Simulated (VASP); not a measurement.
CdSe: single point with PBE

The system is CdSe.

```xyz
2
Lattice="0.0000 3.0147 3.0147 3.0147 0.0000 3.0147 3.0147 3.0147 0.0000" Properties=species:S:1:pos:R:3 pbc="T T T"
Cd    0.0000    0.0000    0.0000
Se    4.5220    4.5220    4.5220
```

| Item | Value |
| --- | --- |
| Program | VASP 6.6.1 |
| Task | single point |
| Functional | PBE |
| Potentials or basis | VASP PAW PBE potentials, release 64 (Cd, Se) |
| Cutoff | 520 eV |
| k mesh | 6 × 6 × 6 |
| Occupations | gaussian, width 0.01 eV |
| Spin | no spin polarisation |

```
Pressure               : 4.8 GPa
Band gap on the k mesh : 0.66 eV, direct
```

Levels at points of the mesh, in eV from the valence-band top:
```csv
k point,band 7,band 8,band 9,band 10,band 11,band 12
"(0.00, 0.00, 0.00)",0.00,0.00,0.00,0.66,5.93,5.93
"(0.50, 0.00, 0.00)",-4.55,-0.79,-0.79,2.43,6.45,6.45
"(0.50, 0.50, 0.00)",-4.20,-1.95,-1.95,3.09,3.78,9.25
```

Run time: 16 s on 1 thread of Intel(R) Xeon(R) Platinum 8488C (Sapphire Rapids), with other jobs on the host, peak memory 0.18 GiB.
